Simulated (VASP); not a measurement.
# Ta: single point with PBE

Ta:

```
Ta
1.0
    -1.60892    1.60892    1.60892
     1.60892   -1.60892    1.60892
     1.60892    1.60892   -1.60892
Ta
1
Direct
  0.00000 0.00000 0.00000
```

| Quantity | Value |
| --- | --- |
| Program | VASP 6.6.1 |
| Task | single point |
| Functional | PBE |
| Potentials or basis | VASP PAW PBE potentials, release 64 (Ta_pv) |
| Cutoff | 500 eV |
| k mesh | 10 × 10 × 10 |
| Occupations | methfessel-paxton, width 0.05 eV |
| Spin | no spin polarisation |

```yaml
Pressure: 24.5 GPa
```

Levels at points of the mesh, in eV from the Fermi level:
```csv
k point,band 1,band 2,band 3,band 4,band 5,band 6,band 7,band 8,band 9,band 10
"(0.00, 0.00, 0.00)",-32.83,-32.83,-32.83,-8.25,0.67,0.67,0.67,4.23,4.23,15.34
"(0.50, 0.00, 0.00)",-34.34,-33.31,-32.84,-4.79,-1.84,1.94,4.17,5.29,8.53,12.27
"(0.50, 0.50, 0.50)",-33.87,-33.87,-33.87,-4.34,-4.34,7.43,7.43,7.43,9.36,9.36
```

It used 5.1 s of CPU time on 1 thread of Intel Xeon 6975P-C, on a shared host.

Caveat: spin-orbit coupling is left out, which moves the levels of the heavy elements.
